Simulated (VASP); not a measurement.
# InP (Fm-3m) in VASP: a series of runs

Aim: see how the results for InP move with the level of theory and the settings. Levels: RPBE, LDA. Tasks: single point.

Everything below comes from runs of VASP 6.6.1. Logs are shortened: lines on timing, memory, paths and dates and some standing lists are left out, and cuts for length are marked.

## (1) The cell of the first run

It takes space group Fm-3m (No. 225, cubic). The conventional cell has a = 5.579 Å, b = 5.579 Å, c = 5.579 Å, α = 90.00°, β = 90.00°, γ = 90.00°. In (site symmetry m-3m) has 6 P at 2.79 Å within 3.7 Å. Within 3.7 Å of P (site symmetry m-3m) lie 6 In at 2.79 Å.

## (2) Single point, RPBE

The input, INCAR:

```
PREC     = Accurate       # precision mode
ENCUT    = 500            # plane-wave cutoff, eV
EDIFF    = 1E-6           # SCF threshold, eV
ISMEAR   = 0              # smearing method
SIGMA    = 0.05           # smearing width, eV
LREAL    = F              # projectors in reciprocal space
LASPH    = T              # aspherical terms in the spheres
NELM     = 120            # most SCF steps
ALGO     = Normal         # electronic algorithm
ISIF     = 2              # what is computed and relaxed
LWAVE    = F              # write WAVECAR
LCHARG   = F              # write CHGCAR
GGA      = RP             # functional
NBANDS   = 16             # bands
GGA_COMPAT= F
```

The input, KPOINTS:

```
Automatic mesh
0
Gamma
  8 8 8
```

The input, POSCAR:

```
InP
1.0
    0.0000000000      2.7893361525      2.7893361525
    2.7893361525      0.0000000000      2.7893361525
    2.7893361525      2.7893361525      0.0000000000
In P
1 1
Direct
    0.0000000000      0.0000000000      0.0000000000
    0.5000000000      0.5000000000      0.5000000000
```

Potentials or basis: VASP PAW PBE potentials, release 64 (In_d, P).

Run with:

```sh
cat potpaw_PBE.64/In_d/POTCAR potpaw_PBE.64/P/POTCAR > POTCAR
mpirun -np 1 vasp_std > vasp.out
```

OUTCAR:

```text
PREC = Accurate
   ENCUT = 500
   EDIFF = 1E-6
   ISMEAR = 0
   LREAL = F
   LASPH = T
   NELM = 120
   ISIF = 2
   GGA = RP

 ion  position               nearest neighbor table
   1  0.000  0.000  0.000-   2 2.79   2 2.79   2 2.79   2 2.79   2 2.79   2 2.79
   2  0.500  0.500  0.500-   1 2.79   1 2.79   1 2.79   1 2.79   1 2.79   1 2.79

  LATTYP: Found a face centered cubic cell.
 ALAT       =     5.5786723050

  Lattice vectors:

 A1 = (   0.0000000000,   2.7893361525,   2.7893361525)
 A2 = (   2.7893361525,   0.0000000000,   2.7893361525)
 A3 = (   2.7893361525,   2.7893361525,   0.0000000000)

Analysis of symmetry for initial positions (statically):
=====================================================================
 Subroutine PRICEL returns:
 Original cell was already a primitive cell.

 Routine SETGRP: Setting up the symmetry group for a
 face centered cubic supercell.

 Subroutine GETGRP returns: Found 48 space group operations
 (whereof 48 operations were pure point group operations)
 out of a pool of 48 trial point group operations.

The static configuration has the point symmetry O_h .

Analysis of symmetry for dynamics (positions and initial velocities):
=====================================================================
 Subroutine PRICEL returns:
 Original cell was already a primitive cell.

 Routine SETGRP: Setting up the symmetry group for a
 face centered cubic supercell.

 Subroutine GETGRP returns: Found 48 space group operations
 (whereof 48 operations were pure point group operations)
 out of a pool of 48 trial point group operations.

The dynamic configuration has the point symmetry O_h .

 Subroutine INISYM returns: Found 48 space group operations
 (whereof 48 operations are pure point group operations),
 and found     1 'primitive' translations

----------------------------------------------------------------------------------------

                                     Primitive cell

  volume of cell :      43.4043

  direct lattice vectors                    reciprocal lattice vectors
     0.000000000  2.789336153  2.789336153    -0.179254121  0.179254121  0.179254121
     2.789336153  0.000000000  2.789336153     0.179254121 -0.179254121  0.179254121
     2.789336153  2.789336153  0.000000000     0.179254121  0.179254121 -0.179254121

  length of vectors
     3.944717017  3.944717017  3.944717017     0.310477245  0.310477245  0.310477245

  position of ions in fractional coordinates (direct lattice)
     0.000000000  0.000000000  0.000000000
     0.500000000  0.500000000  0.500000000

  ion indices of the primitive-cell ions
   primitive index   ion index
                 1           1
                 2           2

----------------------------------------------------------------------------------------

 KPOINTS: Automatic mesh

Automatic generation of k-mesh.
 Grid dimensions read from file:
 generate k-points for:    8    8    8

 Generating k-lattice:

  Cartesian coordinates                     Fractional coordinates (reciprocal lattice)
    -0.022406765  0.022406765  0.022406765     0.125000000  0.000000000  0.000000000
     0.022406765 -0.022406765  0.022406765     0.000000000  0.125000000  0.000000000
     0.022406765  0.022406765 -0.022406765     0.000000000  0.000000000  0.125000000

  Length of vectors
     0.038809656  0.038809656  0.038809656

  Shift w.r.t. Gamma in fractional coordinates (k-lattice)
     0.000000000  0.000000000  0.000000000

 Subroutine IBZKPT returns following result:
 ===========================================

 Found     29 irreducible k-points:

 Following reciprocal coordinates:
            Coordinates               Weight
  0.000000  0.000000  0.000000      1.000000
  0.125000  0.000000  0.000000      8.000000
  0.250000  0.000000  0.000000      8.000000
  0.375000  0.000000  0.000000      8.000000
  0.500000  0.000000  0.000000      4.000000
  0.125000  0.125000  0.000000      6.000000
[... 16 lines left out ...]
  0.500000  0.250000  0.125000     48.000000
 -0.375000  0.250000  0.125000     24.000000
 [... further k-points ...]
   k-points           NKPTS =     29   k-points in BZ     NKDIM =     29   number of bands    NBANDS=     16
   number of dos      NEDOS =    301   number of ions     NIONS =      2
   total plane-waves  NPLWV =  27000
   dimension x,y,z NGX =    30 NGY =   30 NGZ =   30
   dimension x,y,z NGXF=    60 NGYF=   60 NGZF=   60
   ions per type =               1   1
   NGX,Y,Z   is equivalent  to a cutoff of  12.64, 12.64, 12.64 a.u.
   NGXF,Y,Z  is equivalent  to a cutoff of  25.29, 25.29, 25.29 a.u.
 SYSTEM =  unknown system
   PREC   = accura    normal or accurate (medium, high low for compatibility)
   ISTART =      0    job   : 0-new  1-cont  2-samecut
   ICHARG =      2    charge: 1-file 2-atom 10-const
   ISPIN  =      1    spin polarized calculation?
   LNONCOLLINEAR =      F non collinear calculations
   LSORBIT =      F    spin-orbit coupling
   LASPH  =      T    aspherical Exc in radial PAW
   ENCUT  =  500.0 eV  36.75 Ry    6.06 a.u.   7.19  7.19  7.19*2*pi/ulx,y,z
   NELM   =    120;   NELMIN=  2; NELMDL= -5     # of ELM steps
   EDIFF  = 0.1E-05   stopping-criterion for ELM
   LREAL  =      F    real-space projection
   EDIFFG = 0.1E-04   stopping-criterion for IOM
   NSW    =      0    number of steps for IOM
   IBRION =     -1    ionic relax: 0-MD 1-quasi-New 2-CG
   NFREE  =      0    steps in history (QN), initial steepest desc. (CG)
   ISIF   =      2    stress and relaxation
   ISYM   =      2    0-nonsym 1-usesym 2-fastsym
   POTIM  = 0.5000    time-step for ionic-motion
   TEBEG  =    0.0;   TEEND  =   0.0 temperature during run
   PSTRESS=    0.0 pullay stress
   NELECT =      18.0000    total number of electrons
   NUPDOWN=      -1.0000    fix difference up-down
   EMIN   =  10.00;   EMAX   =-10.00  energy-range for DOS
   EFERMI =   0.00;   METHOD = LEGACY
   ISMEAR =     0;   SIGMA  =   0.05  broadening in eV -4-tet -1-fermi 0-gaus
   EFERMI_NEDOS =   21; number of points for ismear=-14 and -15
   IALGO  =     38    algorithm
   IMIX   =      4    mixing-type and parameters
     AMIX     =   0.40;   BMIX     =  1.00
     AMIX_MAG =   1.60;   BMIX_MAG =  1.00
  volume/ion in A,a.u.               =      21.70       146.45
  Fermi-wavevector in a.u.,A,eV,Ry     =   1.220829  2.307032 20.278440  1.490423
  Thomas-Fermi vector in A             =   2.356033
   LORBIT       =      0    0 simple, 1 ext, 2 COOP (PROOUT), +10 PAW based schemes
   GGA     = RP    functional components
   LHFCALC =     F    Hartree Fock is set to
   AEXX    =    0.0000 exact exchange contribution
   IVDW    =     0    specifies the selected vdW correction
   LEPSILON=     F    determine dielectric tensor
   LRPA    =     F    only Hartree local field effects (RPA)
 non-spin polarized calculation
 Gauss-broadening in eV      SIGMA  =   0.05
  energy-cutoff  :      500.00
  volume of cell :       43.40
 maximum number of plane-waves:      1124
 NGX is ok and might be reduce to    30
   NGX = 15   NGY = 15   NGZ = 15

 number of electron      18.0000006 magnetization

 Free energy of the ion-electron system (eV)
  ---------------------------------------------------
  ext. energy  EPLUGINS =         0.00000000
  ---------------------------------------------------
  free energy    TOTEN  =        -7.17954176 eV

  energy without entropy =       -7.17803652  energy(sigma->0) =       -7.17878914

 E-fermi :   6.9880     XC(G=0): -10.1987

 val. band max:        6.9706326222   @ k =  -0.3750   0.5000   0.1250
 cond. band min:       7.0190990351   @ k =   0.5000   0.0000   0.0000
 fundamental gap:      0.0484664128
 Fermi energy:         6.9879665614

 k-point     1 :       0.0000    0.0000    0.0000
  band No.  band energies     occupation
      1      -7.3977      2.00000
      2      -7.3977      2.00000
      3      -7.3829      2.00000
      4      -7.3829      2.00000
      5      -7.3829      2.00000
      6      -4.9485      2.00000
[... 8 lines left out ...]
     15      15.2865      0.00000
     16      15.2865      0.00000

 k-point     2 :       0.1250    0.0000    0.0000
  band No.  band energies     occupation
      1      -7.4047      2.00000
      2      -7.4047      2.00000
      3      -7.3831      2.00000
      4      -7.3732      2.00000
      5      -7.3732      2.00000
      6      -4.7596      2.00000
[... 8 lines left out ...]
     15      14.6326      0.00000
     16      15.2024      0.00000

 k-point     3 :       0.2500    0.0000    0.0000
  band No.  band energies     occupation
      1      -7.4248      2.00000
      2      -7.4248      2.00000
      3      -7.3851      2.00000
      4      -7.3464      2.00000
      5      -7.3464      2.00000
      6      -4.2150      2.00000
[... 8 lines left out ...]
     15      15.5352      0.00000
     16      15.5352      0.00000

 k-point     4 :       0.3750    0.0000    0.0000
  band No.  band energies     occupation
      1      -7.4453      2.00000
      2      -7.4453      2.00000
      3      -7.3888      2.00000
      4      -7.3189      2.00000
      5      -7.3189      2.00000
      6      -3.4375      2.00000
[... 8 lines left out ...]
     15      16.9968      0.00000
     16      16.9968      0.00000
[... 324 lines left out ...]
 k-point    22 :       0.3750    0.2500    0.1250
  band No.  band energies     occupation
      1      -7.4898      2.00000
      2      -7.4034      2.00000
      3      -7.3930      2.00000
      4      -7.3344      2.00000
      5      -7.3291      2.00000
      6      -3.6958      2.00000
[... 8 lines left out ...]
     15      18.0256      0.00000
     16      18.1526      0.00000

 k-point    23 :       0.5000    0.2500    0.1250
  band No.  band energies     occupation
      1      -7.5164      2.00000
      2      -7.4184      2.00000
      3      -7.3806      2.00000
      4      -7.3316      2.00000
      5      -7.3106      2.00000
      6      -2.9327      2.00000
[... 8 lines left out ...]
     15      18.0906      0.00000
     16      19.0919      0.00000

 k-point    24 :      -0.3750    0.2500    0.1250
  band No.  band energies     occupation
      1      -7.5255      2.00000
      2      -7.4261      2.00000
      3      -7.3688      2.00000
      4      -7.3385      2.00000
      5      -7.3014      2.00000
      6      -2.4724      2.00000
[... 8 lines left out ...]
     15      16.8871      0.00000
     16      19.5188      0.00000

 [... further k-points ...]

------------------------ aborting loop because EDIFF is reached ----------------------------------------

  FORCE on cell =-STRESS in cart. coord.  units (eV):
  Direction    XX          YY          ZZ          XY          YZ          ZX
  --------------------------------------------------------------------------------------
  -------------------------------------------------------------------------------------
  Total        0.0295634      0.0295634      0.0295634      0.0000000      0.0000000     -0.0000000
  in kB        1.0912709      1.0912709      1.0912709      0.0000000      0.0000000     -0.0000000
  external PRESSURE =       1.0912709 kB  Pullay stress =       0.0000000 kB

 VOLUME and BASIS-vectors are now :
 -----------------------------------------------------------------------------
  energy-cutoff  :      500.00
  volume of cell :       43.40
      direct lattice vectors                 reciprocal lattice vectors
     0.000000000  2.789336153  2.789336153    -0.179254121  0.179254121  0.179254121
     2.789336153  0.000000000  2.789336153     0.179254121 -0.179254121  0.179254121
     2.789336153  2.789336153  0.000000000     0.179254121  0.179254121 -0.179254121

 POSITION                                       TOTAL-FORCE (eV/Angst)
 -----------------------------------------------------------------------------------
      0.00000      0.00000      0.00000         0.000000      0.000000     -0.000000
      2.78934      2.78934      2.78934        -0.000000      0.000000      0.000000
 -----------------------------------------------------------------------------------
    total drift:                               -0.000000      0.000000      0.000000

  FREE ENERGIE OF THE ION-ELECTRON SYSTEM (eV)
  ---------------------------------------------------
  free  energy   TOTEN  =        -7.1795417596 eV

  energy  without entropy=       -7.1780365246  energy(sigma->0) =       -7.17878914
```

Wall time 11 s (1 thread of Intel Xeon 6975P-C (Granite Rapids), shared host); peak memory 0.16 GiB.

What came out:

| Item | Value |
| --- | --- |
| Free energy | -7.1795 eV |
| Pressure | 0.1 GPa |
| Band gap on the k mesh | zero (band 9 reaches 7.16 eV, above the bottom of band 10 at 4.63 eV) |

Levels at points of the mesh, in eV from the Fermi level:
| k point | band 5 | band 6 | band 7 | band 8 | band 9 | band 10 | band 11 | band 12 | band 13 | band 14 |
| --- | --- | --- | --- | --- | --- | --- | --- | --- | --- | --- |
| (0.00, 0.00, 0.00) | -14.37 | -11.94 | -0.36 | -0.36 | -0.36 | 0.34 | 6.96 | 6.96 | 6.96 | 8.30 |
| (0.50, 0.00, 0.00) | -14.30 | -9.94 | -6.60 | 0.03 | 0.03 | 2.42 | 3.33 | 3.33 | 4.97 | 10.95 |
| (0.50, 0.50, 0.00) | -14.27 | -8.91 | -4.90 | -2.58 | -2.36 | -2.36 | 3.78 | 9.65 | 9.65 | 9.96 |

Caveat: the PAW data sets were made with another functional, which shifts forces and pressure a little; spin-orbit coupling is left out, which moves the levels of the heavy elements.

## (3) Single point, RPBE

This run uses another cell than the first one, of 21.76 Å³/atom, 1.003 times its volume.

The input, INCAR:

```
SYSTEM = InP
PREC = Accurate ; ENCUT = 500
EDIFF = 1E-6 ; ISMEAR = 0
SIGMA = 0.05 ; LREAL = .False.
LASPH = .True. ; NELM = 120
ALGO = Normal ; ISIF = 2
LWAVE = .False. ; LCHARG = .False.
GGA = RP ; NBANDS = 16
GGA_COMPAT = .False.
```

The input, KPOINTS:

```
Automatic mesh
0
Gamma
  8 8 8
  0 0 0
```

The input, POSCAR:

```
InP
1.0
    0.0000000000      2.7918260636      2.7918260636
    2.7918260636      0.0000000000      2.7918260636
    2.7918260636      2.7918260636      0.0000000000
In P
1 1
Direct
    0.0000000000      0.0000000000      0.0000000000
    0.5000000000      0.5000000000      0.5000000000
```

Potentials or basis: VASP PAW PBE potentials, release 64 (In_d, P).

Run with:

```sh
cat potpaw_PBE.64/In_d/POTCAR potpaw_PBE.64/P/POTCAR > POTCAR
mpirun -np 1 vasp_std > vasp.out
```

Wall time 11 s (1 thread of Intel Xeon 6975P-C (Granite Rapids), shared host); peak memory 0.17 GiB.

It converged, with:

```yaml
Free_energy: -7.1796 eV
Pressure: -0.1 GPa
Band_gap_on_the_k_mesh: zero (band 9 reaches 7.13 eV, above the bottom of band 10 at 4.61 eV)
```

Levels at points of the mesh, in eV from the Fermi level:
```tsv
k point	band 5	band 6	band 7	band 8	band 9	band 10	band 11	band 12	band 13	band 14
(0.00, 0.00, 0.00)	-14.37	-11.92	-0.36	-0.36	-0.36	0.32	6.96	6.96	6.96	8.28
(0.50, 0.00, 0.00)	-14.29	-9.92	-6.58	0.03	0.03	2.42	3.33	3.33	4.96	10.93
(0.50, 0.50, 0.00)	-14.26	-8.90	-4.88	-2.58	-2.35	-2.35	3.79	9.63	9.63	9.93
```

Caveat: the PAW data sets were made with another functional, which shifts forces and pressure a little; spin-orbit coupling is left out, which moves the levels of the heavy elements.

## (4) Single point, RPBE (volume scaled by 0.98)

The input, INCAR:

```
PREC = Accurate
ENCUT = 500
EDIFF = 1E-6
ISMEAR = 0
SIGMA = 0.05
LREAL = False
LASPH = True
NELM = 120
ALGO = Normal
ISIF = 2
LWAVE = False
LCHARG = False
GGA = RP
NBANDS = 16
GGA_COMPAT = False
```

The input, KPOINTS:

```
regular mesh
0
Gamma
  8 8 8
```

The input, POSCAR:

```
InP
1.0
    0.0000000000      2.7730884113      2.7730884113
    2.7730884113      0.0000000000      2.7730884113
    2.7730884113      2.7730884113      0.0000000000
In P
1 1
Direct
    0.0000000000      0.0000000000      0.0000000000
    0.5000000000      0.5000000000      0.5000000000
```

Run with:

```sh
cat potpaw_PBE.64/In_d/POTCAR potpaw_PBE.64/P/POTCAR > POTCAR
mpirun -np 1 vasp_std > vasp.out
```

Wall time 12 s (1 thread of Intel Xeon 6975P-C (Granite Rapids), shared host); peak memory 0.17 GiB.

The run converged. Its results:

| Item | Value |
| --- | --- |
| Free energy | -7.1758 eV |
| Pressure | 1.4 GPa |
| Band gap on the k mesh | zero (band 9 reaches 7.38 eV, above the bottom of band 10 at 4.78 eV) |

Levels at points of the mesh, in eV from the Fermi level:
```
           k point  band 7  band 8  band 9  band 10  band 11  band 12
(0.00, 0.00, 0.00)   -0.39   -0.39   -0.39     0.47     6.95     6.95
(0.50, 0.00, 0.00)   -6.70    0.03    0.03     2.42     3.32     3.32
(0.50, 0.50, 0.00)   -5.02   -2.57   -2.43    -2.43     3.74     9.79
```

Caveat: the cell differs from its parent crystal (volume scaled by 0.98); the PAW data sets were made with another functional, which shifts forces and pressure a little; spin-orbit coupling is left out, which moves the levels of the heavy elements.

## (5) Single point, LDA

This run uses another cell than the first one, of 21.79 Å³/atom, 1.004 times its volume.

The input, INCAR:

```
SYSTEM = InP
PREC = Accurate ; ENCUT = 500
EDIFF = 1E-6 ; ISMEAR = 0
SIGMA = 0.05 ; LREAL = .FALSE.
LASPH = .TRUE. ; NELM = 120
ALGO = Normal ; ISIF = 2
LWAVE = .FALSE. ; LCHARG = .FALSE.
NBANDS = 16 ; GGA_COMPAT = .FALSE.
```

The input, KPOINTS:

```
regular mesh
0
G
  8 8 8
  0 0 0
```

The input, POSCAR:

```
InP
1.0
    0.0000000000      2.7929714520      2.7929714520
    2.7929714520      0.0000000000      2.7929714520
    2.7929714520      2.7929714520      0.0000000000
In P
1 1
Direct
    0.0000000000      0.0000000000      0.0000000000
    0.5000000000      0.5000000000      0.5000000000
```

Potentials or basis: VASP PAW LDA potentials, release 64 (In_d, P).

Run with:

```sh
cat potpaw_LDA.64/In_d/POTCAR potpaw_LDA.64/P/POTCAR > POTCAR
mpirun -np 1 vasp_std > vasp.out
```

Wall time 12 s (1 thread of Intel Xeon 6975P-C (Granite Rapids), shared host); peak memory 0.15 GiB.

Results (log left out):

| Quantity | Value |
| --- | --- |
| Free energy | -9.2226 eV |
| Pressure | -6.6 GPa |
| Band gap on the k mesh | zero (band 9 reaches 6.84 eV, above the bottom of band 10 at 4.28 eV) |

Levels at points of the mesh, in eV from the Fermi level:
| k point | band 7 | band 8 | band 9 | band 10 | band 11 | band 12 |
| --- | --- | --- | --- | --- | --- | --- |
| (0.00, 0.00, 0.00) | -0.31 | -0.31 | -0.31 | 0.11 | 7.05 | 7.05 |
| (0.50, 0.00, 0.00) | -6.63 | 0.12 | 0.12 | 2.32 | 3.26 | 3.26 |
| (0.50, 0.50, 0.00) | -4.86 | -2.74 | -2.31 | -2.31 | 3.82 | 9.42 |

Caveat: spin-orbit coupling is left out, which moves the levels of the heavy elements.

## (6) The runs side by side

```tsv
level	potentials or basis	cell	gap on the mesh (eV)	pressure (GPa)
RPBE	VASP PAW PBE potentials, release 64 (In_d, P)	a = 3.945 Å, angles 60.0°, 2 atoms	none	0.1
RPBE	VASP PAW PBE potentials, release 64 (In_d, P)	a = 3.948 Å, angles 60.0°, 2 atoms	none	-0.1
RPBE	VASP PAW PBE potentials, release 64 (In_d, P)	a = 3.922 Å, angles 60.0°, 2 atoms	none	1.4
LDA	VASP PAW LDA potentials, release 64 (In_d, P)	a = 3.950 Å, angles 60.0°, 2 atoms	none	-6.6
```

Alike in all rows: task single point; no spin polarisation; k mesh 8 × 8 × 8; cutoff (eV) 500; smearing gaussian 0.05 eV.

Caveats: spin-orbit coupling is left out, which moves the levels of the heavy elements; the PAW data sets were made with another functional, which shifts forces and pressure a little (some runs).

Absolute energies hang on the potentials; compare differences alone.
